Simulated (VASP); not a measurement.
# Sc2Ge (Imma) in VASP: single point with PBE

Aim: the single point of Sc2Ge with PBE.

Everything below comes from runs of VASP 6.6.1. Logs are shortened: lines on timing, memory, paths and dates and some standing lists are left out, and cuts for length are marked.

## (1) The cell of the first run

Symmetry: Imma, No. 74, orthorhombic system. The conventional cell has a = 6.300 Å, b = 6.983 Å, c = 6.263 Å, α = 90.00°, β = 90.00°, γ = 90.00°. Sc (site symmetry 2) has 2 Ge at 2.28 Å and 1 Sc at 2.46 Å within 3.0 Å. Within 3.0 Å of Ge (site symmetry 2/m) lie 4 Sc at 2.28 Å.

The cell was built from a structure type or drawn by symmetry, and may not be a known phase.

## (2) Single point, PBE

INCAR

```
PREC     = Accurate       # precision mode
ENCUT    = 520            # plane-wave cutoff, eV
EDIFF    = 1E-6           # SCF threshold, eV
ISMEAR   = 0              # smearing method
SIGMA    = 0.1            # smearing width, eV
LREAL    = False          # projectors in reciprocal space
LASPH    = True           # aspherical terms in the spheres
NELM     = 100            # most SCF steps
ALGO     = Fast           # electronic algorithm
ISIF     = 2              # what is computed and relaxed
LWAVE    = False          # write WAVECAR
LCHARG   = False          # write CHGCAR
GGA      = PE             # functional
NBANDS   = 45             # bands
```

KPOINTS

```
Automatic mesh
0
Gamma
  4 4 4
```

POSCAR

```
Sc2Ge
1.0
   -3.1502403900      3.4914552000      3.1312907000
    3.1502403900     -3.4914552000      3.1312907000
    3.1502403900      3.4914552000     -3.1312907000
Sc Ge
4 2
Direct
    0.8240843400      0.5000000000      0.8240843400
    0.1759156600      0.0000000000      0.6759156600
    0.1759156600      0.5000000000      0.1759156600
    0.8240843400      0.0000000000      0.3240843400
    0.5000000000      0.5000000000      0.0000000000
    0.0000000000      0.5000000000      0.5000000000
```

Potentials or basis: VASP PAW PBE potentials, release 64 (Sc_sv, Ge_d).

On the command line:

```console
$ cat potpaw_PBE.64/Sc_sv/POTCAR potpaw_PBE.64/Ge_d/POTCAR > POTCAR
$ mpirun -np 1 vasp_std > vasp.out
```

OUTCAR:

```text
PREC = Accurate
   ENCUT = 520
   EDIFF = 1E-6
   ISMEAR = 0
   LREAL = False
   LASPH = True
   NELM = 100
   ISIF = 2
   GGA = PE

 ion  position               nearest neighbor table
   1  0.824  0.500  0.824-   5 2.28   6 2.28   3 2.46   4 3.15   4 3.15   2 3.30   2 3.30
   2  0.176  0.000  0.676-   5 2.28   6 2.28   4 2.46   3 3.15   3 3.15   1 3.30   1 3.30
   3  0.176  0.500  0.176-   5 2.28   6 2.28   1 2.46   2 3.15   2 3.15   4 3.30   4 3.30
   4  0.824  0.000  0.324-   6 2.28   5 2.28   2 2.46   1 3.15   1 3.15   3 3.30   3 3.30
   5  0.500  0.500  0.000-   1 2.28   3 2.28   4 2.28   2 2.28
   6  0.000  0.500  0.500-   1 2.28   2 2.28   3 2.28   4 2.28

  LATTYP: Found a body centered orthorhombic cell.
 ALAT       =     6.2625814000
 B/A-ratio  =     1.0060517185
 C/A-ratio  =     1.1150210998

  Lattice vectors:

 A1 = (   3.1502403900,  -3.4914552000,   3.1312907000)
 A2 = (  -3.1502403900,  -3.4914552000,  -3.1312907000)
 A3 = (   3.1502403900,   3.4914552000,  -3.1312907000)

Analysis of symmetry for initial positions (statically):
=====================================================================
 Subroutine PRICEL returns:
 Original cell was already a primitive cell.

 Routine SETGRP: Setting up the symmetry group for a
 body centered orthorhombic supercell.

 Subroutine GETGRP returns: Found  8 space group operations
 (whereof  4 operations were pure point group operations)
 out of a pool of  8 trial point group operations.

The static configuration has the point symmetry C_2h.
 The point group associated with its full space group is D_2h.

Analysis of symmetry for dynamics (positions and initial velocities):
=====================================================================
 Subroutine PRICEL returns:
 Original cell was already a primitive cell.

 Routine SETGRP: Setting up the symmetry group for a
 body centered orthorhombic supercell.

 Subroutine GETGRP returns: Found  8 space group operations
 (whereof  4 operations were pure point group operations)
 out of a pool of  8 trial point group operations.

The dynamic configuration has the point symmetry C_2h.
 The point group associated with its full space group is D_2h.

 Subroutine INISYM returns: Found  8 space group operations
 (whereof  4 operations are pure point group operations),
 and found     1 'primitive' translations

----------------------------------------------------------------------------------------

                                     Primitive cell

  volume of cell :     137.7633

  direct lattice vectors                    reciprocal lattice vectors
    -3.150240390  3.491455200  3.131290700     0.000000000  0.143206764  0.159678563
     3.150240390 -3.491455200  3.131290700     0.158718046  0.000000000  0.159678563
     3.150240390  3.491455200 -3.131290700     0.158718046  0.143206764  0.000000000

  length of vectors
     5.649712858  5.649712858  5.649712858     0.214488743  0.225141426  0.213774637

  position of ions in fractional coordinates (direct lattice)
     0.824084340  0.500000000  0.824084340
     0.175915660  0.000000000  0.675915660
     0.175915660  0.500000000  0.175915660
     0.824084340  0.000000000  0.324084340
     0.500000000  0.500000000  0.000000000
     0.000000000  0.500000000  0.500000000

  ion indices of the primitive-cell ions
   primitive index   ion index
                 1           1
                 2           2
                 3           3
                 4           4
                 5           5
                 6           6

----------------------------------------------------------------------------------------

 KPOINTS: Automatic mesh

Automatic generation of k-mesh.
 Grid dimensions read from file:
 generate k-points for:    4    4    4

 Generating k-lattice:

  Cartesian coordinates                     Fractional coordinates (reciprocal lattice)
     0.000000000  0.035801691  0.039919641     0.250000000  0.000000000  0.000000000
     0.039679512  0.000000000  0.039919641     0.000000000  0.250000000  0.000000000
     0.039679512  0.035801691  0.000000000     0.000000000  0.000000000  0.250000000

  Length of vectors
     0.053622186  0.056285357  0.053443659

  Shift w.r.t. Gamma in fractional coordinates (k-lattice)
     0.000000000  0.000000000  0.000000000

 Subroutine IBZKPT returns following result:
 ===========================================

 Found     18 irreducible k-points:

 Following reciprocal coordinates:
            Coordinates               Weight
  0.000000  0.000000  0.000000      1.000000
  0.250000  0.000000  0.000000      4.000000
  0.500000  0.000000  0.000000      2.000000
 -0.000000  0.250000  0.000000      4.000000
  0.250000  0.250000 -0.000000      8.000000
  0.500000  0.250000  0.000000      8.000000
[... 10 lines left out ...]
 -0.250000 -0.250000  0.250000      2.000000
  0.500000  0.500000  0.500000      1.000000
   k-points           NKPTS =     18   k-points in BZ     NKDIM =     18   number of bands    NBANDS=     45
   number of dos      NEDOS =    301   number of ions     NIONS =      6
   total plane-waves  NPLWV =  74088
   dimension x,y,z NGX =    42 NGY =   42 NGZ =   42
   dimension x,y,z NGXF=    84 NGYF=   84 NGZF=   84
   ions per type =               4   2
   NGX,Y,Z   is equivalent  to a cutoff of  12.36, 12.36, 12.36 a.u.
   NGXF,Y,Z  is equivalent  to a cutoff of  24.72, 24.72, 24.72 a.u.
 SYSTEM =  unknown system
   PREC   = accura    normal or accurate (medium, high low for compatibility)
   ISTART =      0    job   : 0-new  1-cont  2-samecut
   ICHARG =      2    charge: 1-file 2-atom 10-const
   ISPIN  =      1    spin polarized calculation?
   LNONCOLLINEAR =      F non collinear calculations
   LSORBIT =      F    spin-orbit coupling
   LASPH  =      T    aspherical Exc in radial PAW
   ENCUT  =  520.0 eV  38.22 Ry    6.18 a.u.  10.50 10.50 10.50*2*pi/ulx,y,z
   NELM   =    100;   NELMIN=  2; NELMDL= -5     # of ELM steps
   EDIFF  = 0.1E-05   stopping-criterion for ELM
   LREAL  =      F    real-space projection
   EDIFFG = 0.1E-04   stopping-criterion for IOM
   NSW    =      0    number of steps for IOM
   IBRION =     -1    ionic relax: 0-MD 1-quasi-New 2-CG
   NFREE  =      0    steps in history (QN), initial steepest desc. (CG)
   ISIF   =      2    stress and relaxation
   ISYM   =      2    0-nonsym 1-usesym 2-fastsym
   POTIM  = 0.5000    time-step for ionic-motion
   TEBEG  =    0.0;   TEEND  =   0.0 temperature during run
   PSTRESS=    0.0 pullay stress
   NELECT =      72.0000    total number of electrons
   NUPDOWN=      -1.0000    fix difference up-down
   EMIN   =  10.00;   EMAX   =-10.00  energy-range for DOS
   EFERMI =   0.00;   METHOD = LEGACY
   ISMEAR =     0;   SIGMA  =   0.10  broadening in eV -4-tet -1-fermi 0-gaus
   EFERMI_NEDOS =   21; number of points for ismear=-14 and -15
   IALGO  =     68    algorithm
   IMIX   =      4    mixing-type and parameters
     AMIX     =   0.40;   BMIX     =  1.00
     AMIX_MAG =   1.60;   BMIX_MAG =  1.00
  volume/ion in A,a.u.               =      22.96       154.95
  Fermi-wavevector in a.u.,A,eV,Ry     =   1.318685  2.491954 23.659590  1.738931
  Thomas-Fermi vector in A             =   2.448637
   LORBIT       =      0    0 simple, 1 ext, 2 COOP (PROOUT), +10 PAW based schemes
   GGA     = PE    functional components
   LHFCALC =     F    Hartree Fock is set to
   AEXX    =    0.0000 exact exchange contribution
   IVDW    =     0    specifies the selected vdW correction
   LEPSILON=     F    determine dielectric tensor
   LRPA    =     F    only Hartree local field effects (RPA)
 non-spin polarized calculation
 RMM-DIIS sequential band-by-band and
 Gauss-broadening in eV      SIGMA  =   0.10
  energy-cutoff  :      520.00
  volume of cell :      137.76
 maximum number of plane-waves:      3737
 NGX is ok and might be reduce to    42
   NGX = 21   NGY = 21   NGZ = 21

 number of electron      71.9999962 magnetization

 Free energy of the ion-electron system (eV)
  ---------------------------------------------------
  ext. energy  EPLUGINS =         0.00000000
  ---------------------------------------------------
  free energy    TOTEN  =       -25.02976631 eV

  energy without entropy =      -25.01402530  energy(sigma->0) =      -25.02189581

 E-fermi :   3.9663     XC(G=0):  -9.7703

 val. band max:        3.9287825166   @ k =  -0.2500   0.2500   0.0000
 cond. band min:       3.9673092968   @ k =   0.5000  -0.2500   0.2500
 fundamental gap:      0.0385267802
 Fermi energy:         3.9663017440

 k-point     1 :       0.0000    0.0000    0.0000
  band No.  band energies     occupation
      1     -45.2922      2.00000
      2     -45.2357      2.00000
      3     -45.0470      2.00000
      4     -45.0339      2.00000
      5     -24.6618      2.00000
      6     -24.6176      2.00000
[... 37 lines left out ...]
     44       6.1441      0.00000
     45       6.4516      0.00000

 k-point     2 :       0.2500    0.0000    0.0000
  band No.  band energies     occupation
      1     -45.2864      2.00000
      2     -45.2401      2.00000
      3     -45.0528      2.00000
      4     -45.0295      2.00000
      5     -24.6587      2.00000
      6     -24.6140      2.00000
[... 37 lines left out ...]
     44       6.0918      0.00000
     45       6.3326      0.00000

 k-point     3 :       0.5000    0.0000    0.0000
  band No.  band energies     occupation
      1     -45.2804      2.00000
      2     -45.2443      2.00000
      3     -45.0590      2.00000
      4     -45.0252      2.00000
      5     -24.6553      2.00000
      6     -24.6101      2.00000
[... 709 lines left out ...]
     44       5.7139      0.00000
     45       6.4035      0.00000

 k-point    18 :       0.5000    0.5000    0.5000
  band No.  band energies     occupation
      1     -45.2687      2.00000
      2     -45.2530      2.00000
      3     -45.0708      2.00000
      4     -45.0164      2.00000
      5     -24.6487      2.00000
      6     -24.6055      2.00000
[... 37 lines left out ...]
     44       5.7099      0.00000
     45       6.0944      0.00000

------------------------ aborting loop because EDIFF is reached ----------------------------------------

  FORCE on cell =-STRESS in cart. coord.  units (eV):
  Direction    XX          YY          ZZ          XY          YZ          ZX
  --------------------------------------------------------------------------------------
  -------------------------------------------------------------------------------------
  Total       36.4168723      9.2768703     36.0114621      0.0000000     -0.0000000      0.0000000
  in kB      423.5256104    107.8893353    418.8107187      0.0000000     -0.0000000      0.0000000
  external PRESSURE =     316.7418881 kB  Pullay stress =       0.0000000 kB

 VOLUME and BASIS-vectors are now :
 -----------------------------------------------------------------------------
  energy-cutoff  :      520.00
  volume of cell :      137.76
      direct lattice vectors                 reciprocal lattice vectors
    -3.150240390  3.491455200  3.131290700     0.000000000  0.143206764  0.159678563
     3.150240390 -3.491455200  3.131290700     0.158718046  0.000000000  0.159678563
     3.150240390  3.491455200 -3.131290700     0.158718046  0.143206764  0.000000000

 POSITION                                       TOTAL-FORCE (eV/Angst)
 -----------------------------------------------------------------------------------
      1.57512      4.00878      1.56565        -0.000000     -0.510133      0.000000
      1.57512      2.97413     -1.56565         0.000000      0.510133      0.000000
      1.57512     -0.51732      1.56565         0.000000      0.510133      0.000000
     -1.57512      4.00878      1.56565        -0.000000     -0.510133      0.000000
      0.00000      0.00000      3.13129         0.000000     -0.000000      0.000000
      3.15024      0.00000      0.00000        -0.000000     -0.000000     -0.000000
 -----------------------------------------------------------------------------------
    total drift:                               -0.000000     -0.000000      0.000000

  FREE ENERGIE OF THE ION-ELECTRON SYSTEM (eV)
  ---------------------------------------------------
  free  energy   TOTEN  =       -25.0297663110 eV

  energy  without entropy=      -25.0140253022  energy(sigma->0) =      -25.02189581
```

Run time: 3 min. Hardware: 1 thread of Intel Xeon Platinum 8375C at 2.90GHz (Ice Lake), shared host; peak memory 0.3 GiB.

Results:

* Free energy: -25.0298 eV
* Pressure: 31.7 GPa
* Largest force: 0.510 eV/Å
* Band gap on the k mesh: zero (bands 36 and 37 overlap by 0.23 eV)

Forces on the atoms (eV/Å):
```
Sc   0.000 -0.510  0.000
Sc   0.000  0.510  0.000
Sc   0.000  0.510  0.000
Sc   0.000 -0.510  0.000
Ge   0.000  0.000  0.000
Ge   0.000  0.000  0.000
```

Caveat: the cell stands under pressure.
